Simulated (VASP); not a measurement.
A run of VASP 6.6.1 is set up as follows.

File INCAR:

```
ALGO     = Normal         # electronic algorithm
EDIFF    = 1E-6           # SCF threshold, eV
ENCUT    = 520            # plane-wave cutoff, eV
GGA      = CA             # functional
ISIF     = 2              # what is computed and relaxed
ISMEAR   = -1             # smearing method
LASPH    = True           # aspherical terms in the spheres
LCHARG   = True           # write CHGCAR
LELF     = True           # ELF
LREAL    = False          # projectors in reciprocal space
LVHAR    = True         
LWAVE    = False          # write WAVECAR
NBANDS   = 33             # bands
NELM     = 60             # most SCF steps
PREC     = Accurate       # precision mode
SIGMA    = 0.05           # smearing width, eV
```

Contents of KPOINTS:

```
k-points
0
Gamma
  5 5 7
```

The input POSCAR:

```
TaN
1.0
    5.0516993991      0.0000000000      0.0000000000
   -2.5258496996      4.3749000119      0.0000000000
    0.0000000000      0.0000000000      2.8353330035
Ta N
3 3
Direct
    0.3333333333      0.6666666667      0.5000000000
    0.6666666667      0.3333333333      0.5000000000
    0.0000000000      0.0000000000      0.0000000000
    0.3956473674      0.0000000000      0.0000000000
    0.6043526326      0.6043526326      0.0000000000
    0.0000000000      0.3956473674      0.0000000000
```

Potentials or basis: VASP PAW LDA potentials, release 64 (Ta_pv, N).

Command:

```console
$ cat potpaw_LDA.64/Ta_pv/POTCAR potpaw_LDA.64/N/POTCAR > POTCAR
$ mpirun -np 1 vasp_std > vasp.out
```

Q: Predict the pressure.

A: 22.3 GPa.

Q: Predict the band gap on the k mesh.

A: Zero (band 24 reaches 10.87 eV, above the bottom of band 25 at 8.07 eV).

Q: Estimate the largest force.

A: 0.024 eV/Å.

Forces in eV/Å, atoms in the order of the input:
```
Ta   0.000  0.000  0.000
Ta   0.000  0.000  0.000
Ta   0.000  0.000  0.000
N    0.024  0.000  0.000
N   -0.012 -0.021  0.000
N   -0.012  0.021  0.000
```

Caveat: spin-orbit coupling is left out, which moves the levels of the heavy elements.
